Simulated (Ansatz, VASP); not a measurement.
## One calculation of HfGa2As2, two programs

```xyz
5
Lattice="3.6237 0.0000 0.0000 0.0000 3.6237 0.0000 0.0000 0.0000 7.6076" Properties=species:S:1:pos:R:3 pbc="T T T"
Hf    0.0000    0.0000    0.0000
Ga    0.0000    1.8118    3.8038
Ga    1.8118    0.0000    3.8038
As    1.8118    1.8118    1.3461
As    1.8118    1.8118    6.2615
```

Change from the starting cell: species swapped into the CeMg2Si2 type (P4/mmm, No. 123).

Alike in both runs: functional PBE; k mesh 4 × 4 × 4; occupations gaussian, width 0.1 eV; no spin polarisation.

Ansatz relaxed the structure, and its values are those at the end. VASP's run is a single point on that final structure, the one shown.

```csv
,VASP,Ansatz
version,VASP 6.6.1,Ansatz 0.2.0
potentials or method,"VASP PAW PBE potentials, release 64 (Hf_pv, Ga_d, As), cutoff 520 eV","scalar-relativistic, plane waves, PAW"
valence electrons in the cell,46,82
```

```csv
,VASP,Ansatz,Ansatz less VASP
gap on the k mesh at the Fermi level (eV),none,none,-
pressure (GPa),-0.1,0.0,+0.06
rms of the force components (eV/Å),0.003,0.001,-0.0020
```

A gap of «none» marks a metal or a gap that the smearing closes. VASP's potentials hold 46 valence electrons a cell and Ansatz's 82, so a difference there can come from the potentials and not from the codes.

The k mesh is coarse, so the values compare programs but aren't converged. Neither program's run includes spin-orbit coupling.
